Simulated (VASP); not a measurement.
# InSb (I4/mmm) in VASP: further runs

The runs below take InSb through single point, with PBEsol.

Program: VASP 6.6.1. These are calculated values, not measurements. Logs are shortened: lines on timing, memory, paths and dates and some standing lists are left out, and cuts for length are marked.

### 1 The cell of the first run

Symmetry: I4/mmm, No. 139, tetragonal system. Conventional cell: a = 4.454 Å, b = 4.454 Å, c = 5.251 Å, α = 90.00°, β = 90.00°, γ = 90.00°. Within 3.5 Å of In (site symmetry 4/mmm) lie 6 Sb at 2.63 to 3.15 Å. Sb (site symmetry 4/mmm) has 6 In at 2.63 to 3.15 Å within 3.5 Å.

### 2 Single point, PBEsol (26.04 Å³/atom)

Input file INCAR:

```
PREC = Accurate
ENCUT = 520
EDIFF = 1E-6
ISMEAR = 0
SIGMA = 0.15
LREAL = False
LASPH = True
NELM = 80
ALGO = Normal
ISIF = 2
LWAVE = False
LCHARG = False
GGA = PS
NBANDS = 16
```

Input file KPOINTS:

```
regular mesh
0
Gamma
  14 14 14
```

Input file POSCAR:

```
InSb
1.0
    0.0000000000      3.1493592120      2.6253058391
    3.1493592120      0.0000000000      2.6253058391
    3.1493592120      3.1493592120      0.0000000000
In Sb
1 1
Direct
    0.0000000000      0.0000000000      0.0000000000
    0.5000000000      0.5000000000      0.5000000000
```

Potentials or basis: VASP PAW PBE potentials, release 64 (In_d, Sb).

Launch:

```console
$ cat potpaw_PBE.64/In_d/POTCAR potpaw_PBE.64/Sb/POTCAR > POTCAR
$ mpirun -np 1 vasp_std > vasp.out
```

OUTCAR:

```text
PREC = Accurate
   ENCUT = 520
   EDIFF = 1E-6
   ISMEAR = 0
   LREAL = False
   LASPH = True
   NELM = 80
   ISIF = 2
   GGA = PS

 ion  position               nearest neighbor table
   1  0.000  0.000  0.000-   2 2.63   2 2.63   2 3.15   2 3.15   2 3.15   2 3.15
   2  0.500  0.500  0.500-   1 2.63   1 2.63   1 3.15   1 3.15   1 3.15   1 3.15

  LATTYP: Found a body centered tetragonal cell.
 ALAT       =     4.4538665104
 C/A-ratio  =     1.1788884256

  Lattice vectors:

 A1 = (   0.0000000000,  -3.1493592120,  -2.6253058391)
 A2 = (   0.0000000000,   3.1493592120,  -2.6253058391)
 A3 = (   3.1493592120,   0.0000000000,   2.6253058391)

Analysis of symmetry for initial positions (statically):
=====================================================================
 Subroutine PRICEL returns:
 Original cell was already a primitive cell.

 Routine SETGRP: Setting up the symmetry group for a
 body centered tetragonal supercell.

 Subroutine GETGRP returns: Found 16 space group operations
 (whereof 16 operations were pure point group operations)
 out of a pool of 16 trial point group operations.

The static configuration has the point symmetry D_4h.

Analysis of symmetry for dynamics (positions and initial velocities):
=====================================================================
 Subroutine PRICEL returns:
 Original cell was already a primitive cell.

 Routine SETGRP: Setting up the symmetry group for a
 body centered tetragonal supercell.

 Subroutine GETGRP returns: Found 16 space group operations
 (whereof 16 operations were pure point group operations)
 out of a pool of 16 trial point group operations.

The dynamic configuration has the point symmetry D_4h.

 Subroutine INISYM returns: Found 16 space group operations
 (whereof 16 operations are pure point group operations),
 and found     1 'primitive' translations

----------------------------------------------------------------------------------------

                                     Primitive cell

  volume of cell :      52.0780

  direct lattice vectors                    reciprocal lattice vectors
     0.000000000  3.149359212  2.625305839    -0.158762455  0.158762455  0.190454001
     3.149359212  0.000000000  2.625305839     0.158762455 -0.158762455  0.190454001
     3.149359212  3.149359212  0.000000000     0.158762455  0.158762455 -0.190454001

  length of vectors
     4.100084657  4.100084657  4.453866510     0.294421060  0.294421060  0.294421060

  position of ions in fractional coordinates (direct lattice)
     0.000000000  0.000000000  0.000000000
     0.500000000  0.500000000  0.500000000

  ion indices of the primitive-cell ions
   primitive index   ion index
                 1           1
                 2           2

----------------------------------------------------------------------------------------

 KPOINTS: regular mesh

Automatic generation of k-mesh.
 Grid dimensions read from file:
 generate k-points for:   14   14   14

 Generating k-lattice:

  Cartesian coordinates                     Fractional coordinates (reciprocal lattice)
    -0.011340175  0.011340175  0.013603857     0.071428571  0.000000000  0.000000000
     0.011340175 -0.011340175  0.013603857     0.000000000  0.071428571  0.000000000
     0.011340175  0.011340175 -0.013603857     0.000000000  0.000000000  0.071428571

  Length of vectors
     0.021030076  0.021030076  0.021030076

  Shift w.r.t. Gamma in fractional coordinates (k-lattice)
     0.000000000  0.000000000  0.000000000

 Subroutine IBZKPT returns following result:
 ===========================================

 Found    244 irreducible k-points:

 Following reciprocal coordinates:
            Coordinates               Weight
  0.000000  0.000000  0.000000      1.000000
  0.071429  0.000000  0.000000      8.000000
  0.142857 -0.000000  0.000000      8.000000
  0.214286  0.000000  0.000000      8.000000
  0.285714  0.000000  0.000000      8.000000
  0.357143  0.000000  0.000000      8.000000
[... 16 lines left out ...]
  0.214286  0.142857  0.000000      8.000000
  0.285714  0.142857  0.000000      8.000000
 [... further k-points ...]
   k-points           NKPTS =    244   k-points in BZ     NKDIM =    244   number of bands    NBANDS=     16
   number of dos      NEDOS =    301   number of ions     NIONS =      2
   total plane-waves  NPLWV =  32400
   dimension x,y,z NGX =    30 NGY =   30 NGZ =   36
   dimension x,y,z NGXF=    60 NGYF=   60 NGZF=   72
   ions per type =               1   1
   NGX,Y,Z   is equivalent  to a cutoff of  12.16, 12.16, 13.44 a.u.
   NGXF,Y,Z  is equivalent  to a cutoff of  24.33, 24.33, 26.87 a.u.
 SYSTEM =  unknown system
   PREC   = accura    normal or accurate (medium, high low for compatibility)
   ISTART =      0    job   : 0-new  1-cont  2-samecut
   ICHARG =      2    charge: 1-file 2-atom 10-const
   ISPIN  =      1    spin polarized calculation?
   LNONCOLLINEAR =      F non collinear calculations
   LSORBIT =      F    spin-orbit coupling
   LASPH  =      T    aspherical Exc in radial PAW
   ENCUT  =  520.0 eV  38.22 Ry    6.18 a.u.   7.62  7.62  8.28*2*pi/ulx,y,z
   NELM   =     80;   NELMIN=  2; NELMDL= -5     # of ELM steps
   EDIFF  = 0.1E-05   stopping-criterion for ELM
   LREAL  =      F    real-space projection
   EDIFFG = 0.1E-04   stopping-criterion for IOM
   NSW    =      0    number of steps for IOM
   IBRION =     -1    ionic relax: 0-MD 1-quasi-New 2-CG
   NFREE  =      0    steps in history (QN), initial steepest desc. (CG)
   ISIF   =      2    stress and relaxation
   ISYM   =      2    0-nonsym 1-usesym 2-fastsym
   POTIM  = 0.5000    time-step for ionic-motion
   TEBEG  =    0.0;   TEEND  =   0.0 temperature during run
   PSTRESS=    0.0 pullay stress
   NELECT =      18.0000    total number of electrons
   NUPDOWN=      -1.0000    fix difference up-down
   EMIN   =  10.00;   EMAX   =-10.00  energy-range for DOS
   EFERMI =   0.00;   METHOD = LEGACY
   ISMEAR =     0;   SIGMA  =   0.15  broadening in eV -4-tet -1-fermi 0-gaus
   EFERMI_NEDOS =   21; number of points for ismear=-14 and -15
   IALGO  =     38    algorithm
   IMIX   =      4    mixing-type and parameters
     AMIX     =   0.40;   BMIX     =  1.00
     AMIX_MAG =   1.60;   BMIX_MAG =  1.00
  volume/ion in A,a.u.               =      26.04       175.72
  Fermi-wavevector in a.u.,A,eV,Ry     =   1.148896  2.171100 17.959189  1.319963
  Thomas-Fermi vector in A             =   2.285569
   LORBIT       =      0    0 simple, 1 ext, 2 COOP (PROOUT), +10 PAW based schemes
   GGA     = PS    functional components
   LHFCALC =     F    Hartree Fock is set to
   AEXX    =    0.0000 exact exchange contribution
   IVDW    =     0    specifies the selected vdW correction
   LEPSILON=     F    determine dielectric tensor
   LRPA    =     F    only Hartree local field effects (RPA)
 non-spin polarized calculation
 Gauss-broadening in eV      SIGMA  =   0.15
  energy-cutoff  :      520.00
  volume of cell :       52.08
 maximum number of plane-waves:      1420
   NGX = 15   NGY = 15   NGZ = 17

 number of electron      17.9999999 magnetization

 Free energy of the ion-electron system (eV)
  ---------------------------------------------------
  ext. energy  EPLUGINS =         0.00000000
  ---------------------------------------------------
  free energy    TOTEN  =        -6.94431924 eV

  energy without entropy =       -6.93136356  energy(sigma->0) =       -6.93784140

 E-fermi :   7.7624     XC(G=0): -10.3102

 val. band max:        7.7421727972   @ k =   0.3571   0.0000   0.0000
 cond. band min:       7.7645418120   @ k =   0.2857   0.0000   0.0714
 fundamental gap:      0.0223690147
 Fermi energy:         7.7623843865

 k-point     1 :       0.0000    0.0000    0.0000
  band No.  band energies     occupation
      1      -7.1100      2.00000
      2      -6.9061      2.00000
      3      -6.9061      2.00000
      4      -6.8375      2.00000
      5      -6.7804      2.00000
      6      -3.9593      2.00000
[... 8 lines left out ...]
     15      14.8903      0.00000
     16      15.1879      0.00000

 k-point     2 :       0.0714    0.0000    0.0000
  band No.  band energies     occupation
      1      -7.1105      2.00000
      2      -6.9054      2.00000
      3      -6.9049      2.00000
      4      -6.8373      2.00000
      5      -6.7805      2.00000
      6      -3.9029      2.00000
[... 8 lines left out ...]
     15      14.6151      0.00000
     16      15.7577      0.00000

 k-point     3 :       0.1429   -0.0000    0.0000
  band No.  band energies     occupation
      1      -7.1123      2.00000
      2      -6.9036      2.00000
      3      -6.9027      2.00000
      4      -6.8358      2.00000
      5      -6.7808      2.00000
      6      -3.7335      2.00000
[... 8 lines left out ...]
     15      14.7440      0.00000
     16      16.6170      0.00000

 k-point     4 :       0.2143    0.0000    0.0000
  band No.  band energies     occupation
      1      -7.1161      2.00000
      2      -6.9022      2.00000
      3      -6.9014      2.00000
      4      -6.8308      2.00000
      5      -6.7811      2.00000
      6      -3.4528      2.00000
[... 8 lines left out ...]
     15      15.3675      0.00000
     16      15.9615      0.00000
[... 324 lines left out ...]
 k-point    22 :       0.1429    0.1429    0.0000
  band No.  band energies     occupation
      1      -7.1026      2.00000
      2      -6.8999      2.00000
      3      -6.8999      2.00000
      4      -6.8278      2.00000
      5      -6.7887      2.00000
      6      -3.6096      2.00000
[... 8 lines left out ...]
     15      15.6934      0.00000
     16      16.0192      0.00000

 k-point    23 :       0.2143    0.1429    0.0000
  band No.  band energies     occupation
      1      -7.1100      2.00000
      2      -6.8963      2.00000
      3      -6.8957      2.00000
      4      -6.8224      2.00000
      5      -6.7920      2.00000
      6      -3.3611      2.00000
[... 8 lines left out ...]
     15      16.1361      0.00000
     16      16.6077      0.00000

 k-point    24 :       0.2857    0.1429    0.0000
  band No.  band energies     occupation
      1      -7.1242      2.00000
      2      -6.8946      2.00000
      3      -6.8915      2.00000
      4      -6.8149      2.00000
      5      -6.7937      2.00000
      6      -2.9936      2.00000
[... 8 lines left out ...]
     15      17.0512      0.00000
     16      17.2698      0.00000

 [... further k-points ...]

------------------------ aborting loop because EDIFF is reached ----------------------------------------

  FORCE on cell =-STRESS in cart. coord.  units (eV):
  Direction    XX          YY          ZZ          XY          YZ          ZX
  --------------------------------------------------------------------------------------
  -------------------------------------------------------------------------------------
  Total       -0.5449148     -0.5449148      9.7562210      0.0000000      0.0000000     -0.0000000
  in kB      -16.7642806    -16.7642806    300.1497009      0.0000000      0.0000000     -0.0000000
  external PRESSURE =      88.8737132 kB  Pullay stress =       0.0000000 kB

 VOLUME and BASIS-vectors are now :
 -----------------------------------------------------------------------------
  energy-cutoff  :      520.00
  volume of cell :       52.08
      direct lattice vectors                 reciprocal lattice vectors
     0.000000000  3.149359212  2.625305839    -0.158762455  0.158762455  0.190454001
     3.149359212  0.000000000  2.625305839     0.158762455 -0.158762455  0.190454001
     3.149359212  3.149359212  0.000000000     0.158762455  0.158762455 -0.190454001

 POSITION                                       TOTAL-FORCE (eV/Angst)
 -----------------------------------------------------------------------------------
      0.00000      0.00000      0.00000         0.000000      0.000000      0.000000
      3.14936      3.14936      2.62531        -0.000000      0.000000     -0.000000
 -----------------------------------------------------------------------------------
    total drift:                               -0.000000      0.000000      0.000000

  FREE ENERGIE OF THE ION-ELECTRON SYSTEM (eV)
  ---------------------------------------------------
  free  energy   TOTEN  =        -6.9443192386 eV

  energy  without entropy=       -6.9313635650  energy(sigma->0) =       -6.93784140
```

Run time: 75 s. Hardware: 1 thread of Intel Xeon 6975P-C (Granite Rapids), shared host; peak memory 0.33 GiB.

What came out:

```
Free energy            : -6.9443 eV
Pressure               : 8.9 GPa
Band gap on the k mesh : zero (bands 9 and 10 overlap by 3.73 eV)
```

Stress tensor (GPa, compression positive):
```
-1.68  0.00  0.00
 0.00 -1.68  0.00
 0.00  0.00 30.01
```

Caveat: the stress differs along the axes, from -2 to 30 GPa; the PAW data sets were made with another functional, which shifts forces and pressure a little; spin-orbit coupling is left out, which moves the levels of the heavy elements.

(Continued in part 2 of 2.)

The gap in the log of VASP goes by the Fermi energy; the results here count the filled bands.